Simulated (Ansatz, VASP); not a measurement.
## One calculation of Co, two programs

```
CELL_PARAMETERS angstrom
-2.85153 2.48164 1.20412
2.48164 -2.85153 1.20412
2.08334 2.08334 -1.88157
ATOMIC_POSITIONS crystal
Co 0.98866 0.01134 0.00000
Co 0.76134 0.23866 0.50000
```

Alike in both runs: task single point; functional revPBE; k mesh 21 × 21 × 14; occupations fermi-dirac, width 0.1 eV; no spin polarisation.

|  | VASP | Ansatz |
| --- | --- | --- |
| version | VASP 6.6.1 | Ansatz 0.2.0 |
| potentials or method | VASP PAW PBE potentials, release 64 (Co), cutoff 520 eV | plane waves (420 eV) with PAW, scalar-relativistic |
| valence electrons in the cell | 18 | 34 |

|  | VASP | Ansatz | Ansatz less VASP |
| --- | --- | --- | --- |
| pressure (GPa) | -8.0 | -7.7 | +0.36 |
| traceless stress, the component that is largest in VASP (GPa) | 0.50 | 0.63 | +0.127 |

VASP's potentials were made for PBE, not for revPBE. The functional is the same, so the differences come from potentials, cutoffs and numerics. VASP's potentials hold 18 valence electrons a cell and Ansatz's 34, so a difference there can come from the potentials and not from the codes.
